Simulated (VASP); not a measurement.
# Ge (Fddd) in VASP: a series of runs, part 2 of 2

VASP 6.6.1. Earlier steps stand in the parts before.

## 3. Single point, r2SCAN (strain +0.0250 x Voigt [1, -1, 0, 0, 0, 0])

Input file POSCAR:

```
Ge
1.0
    0.0000000000      2.7580507500      2.8287700000
    2.8994892500      0.0000000000      2.8287700000
    2.8994892500      2.7580507500      0.0000000000
Ge
2
Direct
    0.5000000000      0.5000000000      0.5000000000
    0.7500000000      0.7500000000      0.7500000000
```

Input file INCAR.step1:

```
PREC = Accurate
ENCUT = 520
ISMEAR = 0
SIGMA = 0.05
LREAL = False
LASPH = True
NELM = 60
NBANDS = 21
GGA = PE
ALGO = Normal
EDIFF = 1E-4
LWAVE = True
LCHARG = False
```

Input file INCAR.step2:

```
PREC = Accurate
ENCUT = 520
EDIFF = 1E-7
ISMEAR = 0
SIGMA = 0.05
LREAL = False
LASPH = True
NELM = 60
ALGO = Normal
ISIF = 2
LWAVE = False
LCHARG = False
METAGGA = R2SCAN
LMIXTAU = True
NBANDS = 21
ISTART = 1
```

Input file KPOINTS:

```
regular mesh
0
Gamma
  10 10 10
```

Potentials or basis: VASP PAW PBE potentials, release 64 (Ge_d).

On the command line:

```bash
$ cat potpaw_PBE.64/Ge_d/POTCAR > POTCAR
$ cp INCAR.step1 INCAR
$ mpirun -np 1 vasp_std > vasp.out
$ cp INCAR.step2 INCAR
$ mpirun -np 1 vasp_std > vasp.out
```

OUTCAR:

```text
PREC = Accurate
   ENCUT = 520
   EDIFF = 1E-7
   ISMEAR = 0
   LREAL = False
   LASPH = True
   NELM = 60
   ISIF = 2
   METAGGA = R2SCAN
   ISTART = 1

 ion  position               nearest neighbor table
   1  0.500  0.500  0.500-   2 2.45   2 2.45   2 2.45   2 2.45
   2  0.750  0.750  0.750-   1 2.45   1 2.45   1 2.45   1 2.45

  LATTYP: Found a face centered orthorhombic cell.
 ALAT       =     5.5161015000
 B/A-ratio  =     1.0256410256
 C/A-ratio  =     1.0512820513

  Lattice vectors:

 A1 = (  -2.8994892500,   0.0000000000,  -2.8287700000)
 A2 = (  -2.8994892500,   2.7580507500,   0.0000000000)
 A3 = (   0.0000000000,   2.7580507500,  -2.8287700000)

Analysis of symmetry for initial positions (statically):
=====================================================================
 Subroutine PRICEL returns:
 Original cell was already a primitive cell.

 Routine SETGRP: Setting up the symmetry group for a
 face centered orthorhombic supercell.

 Subroutine GETGRP returns: Found  8 space group operations
 (whereof  4 operations were pure point group operations)
 out of a pool of  8 trial point group operations.

The static configuration has the point symmetry D_2 .
 The point group associated with its full space group is D_2h.

Analysis of symmetry for dynamics (positions and initial velocities):
=====================================================================
 Subroutine PRICEL returns:
 Original cell was already a primitive cell.

 Routine SETGRP: Setting up the symmetry group for a
 face centered orthorhombic supercell.

 Subroutine GETGRP returns: Found  8 space group operations
 (whereof  4 operations were pure point group operations)
 out of a pool of  8 trial point group operations.

The dynamic configuration has the point symmetry D_2 .
 The point group associated with its full space group is D_2h.

 Subroutine INISYM returns: Found  8 space group operations
 (whereof  4 operations are pure point group operations),
 and found     1 'primitive' translations

----------------------------------------------------------------------------------------

                                     Primitive cell

  volume of cell :      45.2430

  direct lattice vectors                    reciprocal lattice vectors
     0.000000000  2.758050750  2.828770000    -0.172444164  0.181287455  0.176755268
     2.899489250  0.000000000  2.828770000     0.172444164 -0.181287455  0.176755268
     2.899489250  2.758050750  0.000000000     0.172444164  0.181287455 -0.176755268

  length of vectors
     3.950795319  4.050799628  4.001734855     0.306340588  0.306340588  0.306340588

  position of ions in fractional coordinates (direct lattice)
     0.500000000  0.500000000  0.500000000
     0.750000000  0.750000000  0.750000000

  ion indices of the primitive-cell ions
   primitive index   ion index
                 1           1
                 2           2

----------------------------------------------------------------------------------------

 KPOINTS: regular mesh

Automatic generation of k-mesh.
 Grid dimensions read from file:
 generate k-points for:   10   10   10

 Generating k-lattice:

  Cartesian coordinates                     Fractional coordinates (reciprocal lattice)
    -0.017244416  0.018128745  0.017675527     0.100000000  0.000000000  0.000000000
     0.017244416 -0.018128745  0.017675527     0.000000000  0.100000000  0.000000000
     0.017244416  0.018128745 -0.017675527    -0.000000000 -0.000000000  0.100000000

  Length of vectors
     0.030634059  0.030634059  0.030634059

  Shift w.r.t. Gamma in fractional coordinates (k-lattice)
     0.000000000  0.000000000  0.000000000

 Subroutine IBZKPT returns following result:
 ===========================================

 Found    171 irreducible k-points:

 Following reciprocal coordinates:
            Coordinates               Weight
  0.000000  0.000000  0.000000      1.000000
  0.100000 -0.000000  0.000000      8.000000
  0.200000 -0.000000  0.000000      8.000000
  0.300000  0.000000 -0.000000      8.000000
  0.400000  0.000000 -0.000000      8.000000
  0.500000  0.000000 -0.000000      4.000000
[... 16 lines left out ...]
  0.300000  0.300000  0.000000      2.000000
  0.400000  0.300000  0.000000      8.000000
 [... further k-points ...]
   k-points           NKPTS =    171   k-points in BZ     NKDIM =    171   number of bands    NBANDS=     21
   number of dos      NEDOS =    301   number of ions     NIONS =      2
   total plane-waves  NPLWV =  27000
   dimension x,y,z NGX =    30 NGY =   30 NGZ =   30
   dimension x,y,z NGXF=    60 NGYF=   60 NGZF=   60
   ions per type =               2
   NGX,Y,Z   is equivalent  to a cutoff of  12.62, 12.31, 12.46 a.u.
   NGXF,Y,Z  is equivalent  to a cutoff of  25.25, 24.62, 24.93 a.u.
 SYSTEM =  unknown system
   PREC   = accura    normal or accurate (medium, high low for compatibility)
   ISTART =      1    job   : 0-new  1-cont  2-samecut
   ICHARG =      0    charge: 1-file 2-atom 10-const
   ISPIN  =      1    spin polarized calculation?
   LNONCOLLINEAR =      F non collinear calculations
   LSORBIT =      F    spin-orbit coupling
   LASPH  =      T    aspherical Exc in radial PAW
   ENCUT  =  520.0 eV  38.22 Ry    6.18 a.u.   7.35  7.53  7.44*2*pi/ulx,y,z
   NELM   =     60;   NELMIN=  2; NELMDL=  0     # of ELM steps
   EDIFF  = 0.1E-06   stopping-criterion for ELM
   LREAL  =      F    real-space projection
   EDIFFG = 0.1E-05   stopping-criterion for IOM
   NSW    =      0    number of steps for IOM
   IBRION =     -1    ionic relax: 0-MD 1-quasi-New 2-CG
   NFREE  =      0    steps in history (QN), initial steepest desc. (CG)
   ISIF   =      2    stress and relaxation
   ISYM   =      2    0-nonsym 1-usesym 2-fastsym
   POTIM  = 0.5000    time-step for ionic-motion
   TEBEG  =    0.0;   TEEND  =   0.0 temperature during run
   PSTRESS=    0.0 pullay stress
   NELECT =      28.0000    total number of electrons
   NUPDOWN=      -1.0000    fix difference up-down
   EMIN   =  10.00;   EMAX   =-10.00  energy-range for DOS
   EFERMI =   0.00;   METHOD = LEGACY
   ISMEAR =     0;   SIGMA  =   0.05  broadening in eV -4-tet -1-fermi 0-gaus
   EFERMI_NEDOS =   21; number of points for ismear=-14 and -15
   IALGO  =     38    algorithm
   IMIX   =      4    mixing-type and parameters
     AMIX     =   0.40;   BMIX     =  1.00
     AMIX_MAG =   1.60;   BMIX_MAG =  1.00
  volume/ion in A,a.u.               =      22.62       152.66
  Fermi-wavevector in a.u.,A,eV,Ry     =   1.395116  2.636387 26.481688  1.946349
  Thomas-Fermi vector in A             =   2.518599
   LORBIT       =      0    0 simple, 1 ext, 2 COOP (PROOUT), +10 PAW based schemes
   METAGGA = R2SCAN    functional components
   LHFCALC =     F    Hartree Fock is set to
   AEXX    =    0.0000 exact exchange contribution
   IVDW    =     0    specifies the selected vdW correction
   LEPSILON=     F    determine dielectric tensor
   LRPA    =     F    only Hartree local field effects (RPA)
 non-spin polarized calculation
 Gauss-broadening in eV      SIGMA  =   0.05
  energy-cutoff  :      520.00
  volume of cell :       45.24
 maximum number of plane-waves:      1247
 NGX is ok and might be reduce to    30
   NGX = 15   NGY = 15   NGZ = 15

 number of electron      28.0000028 magnetization

 Free energy of the ion-electron system (eV)
  ---------------------------------------------------
  ext. energy  EPLUGINS =         0.00000000
  ---------------------------------------------------
  free energy    TOTEN  =       -27.72667018 eV

  energy without entropy =      -27.72666813  energy(sigma->0) =      -27.72666916

 E-fermi :   5.1023     XC(G=0): -10.8250

 val. band max:        5.0104045865   @ k =   0.0000   0.0000   0.0000
 cond. band min:       5.2021481402   @ k =   0.0000   0.0000   0.0000
 fundamental gap:      0.1917435537
 Fermi energy:         5.1023433715

 k-point     1 :       0.0000    0.0000    0.0000
  band No.  band energies     occupation
      1     -20.6929      2.00000
      2     -20.6857      2.00000
      3     -20.6795      2.00000
      4     -20.6490      2.00000
      5     -20.6441      2.00000
      6     -20.4401      2.00000
[... 550 lines left out ...]
      5     -20.5628      2.00000
      6     -20.5340      2.00000
[... 13 lines left out ...]
     20      17.0349      0.00000
     21      17.3000      0.00000

 [... further k-points ...]

------------------------ aborting loop because EDIFF is reached ----------------------------------------

  FORCE on cell =-STRESS in cart. coord.  units (eV):
  Direction    XX          YY          ZZ          XY          YZ          ZX
  --------------------------------------------------------------------------------------
  -------------------------------------------------------------------------------------
  Total       -0.3928601      0.7725432      0.2530827      0.0000000      0.0000000      0.0000000
  in kB      -13.9122433     27.3578493      8.9623440      0.0000000      0.0000000      0.0000000
  external PRESSURE =       7.4693167 kB  Pullay stress =       0.0000000 kB

 VOLUME and BASIS-vectors are now :
 -----------------------------------------------------------------------------
  energy-cutoff  :      520.00
  volume of cell :       45.24
      direct lattice vectors                 reciprocal lattice vectors
     0.000000000  2.758050750  2.828770000    -0.172444164  0.181287455  0.176755268
     2.899489250  0.000000000  2.828770000     0.172444164 -0.181287455  0.176755268
     2.899489250  2.758050750  0.000000000     0.172444164  0.181287455 -0.176755268

 POSITION                                       TOTAL-FORCE (eV/Angst)
 -----------------------------------------------------------------------------------
      2.89949      2.75805      2.82877        -0.000000     -0.000000      0.000000
      4.34923      4.13708      4.24315         0.000000      0.000000     -0.000000
 -----------------------------------------------------------------------------------
    total drift:                                0.000000     -0.000000     -0.000000

  FREE ENERGIE OF THE ION-ELECTRON SYSTEM (eV)
  ---------------------------------------------------
  free  energy   TOTEN  =       -27.7266701850 eV

  energy  without entropy=      -27.7266681342  energy(sigma->0) =      -27.72666916
```

Run time: 6.2 min. Hardware: 1 thread of Intel Xeon Platinum 8488C (Sapphire Rapids), shared host; peak memory 0.26 GiB.

What came out:

* Free energy: -27.7267 eV
* Pressure: 0.7 GPa
* Band gap on the k mesh: 0.19 eV

Caveat: the cell differs from its parent crystal (strain +0.0250 x Voigt [1, -1, 0, 0, 0, 0]); the PAW data sets were made with another functional, which shifts forces and pressure a little. A k mesh can miss the band edges.
